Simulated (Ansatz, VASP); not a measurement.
# One calculation of C, two programs

```
C
1.0
     2.45610    0.00000    0.00000
    -1.22805    2.12706    0.00000
     0.00000    0.00000   22.17327
C
6
Direct
  0.58338 0.16676 0.33825
  0.91662 0.83324 0.33825
  0.08338 0.16676 0.50203
  0.41662 0.83324 0.50203
  0.58338 0.16676 0.66175
  0.91662 0.83324 0.66175
```

Alike in both runs: task single point; functional PBE; k mesh 12 × 12 × 1; occupations fermi-dirac, width 0.05 eV; no spin polarisation.

|  | VASP | Ansatz |
| --- | --- | --- |
| version | VASP 6.6.1 | Ansatz 0.2.0 |
| potentials or method | VASP PAW PBE potentials, release 64 (C) | Ansatz PAW |
| plane-wave cutoff (eV) | 520 | 420 |
| valence electrons in the cell | 24 | 24 |

```csv
,VASP,Ansatz,Ansatz less VASP
gap on the k mesh at the Fermi level (eV),none,none,-
rms of the force components (eV/Å),0.018,0.018,0.0000
```

Atom by atom the forces differ by 0.000 eV/Å (rms over components). A gap of «none» marks a metal or a gap that the smearing closes. The functional is the same, so the differences come from potentials, cutoffs and numerics.
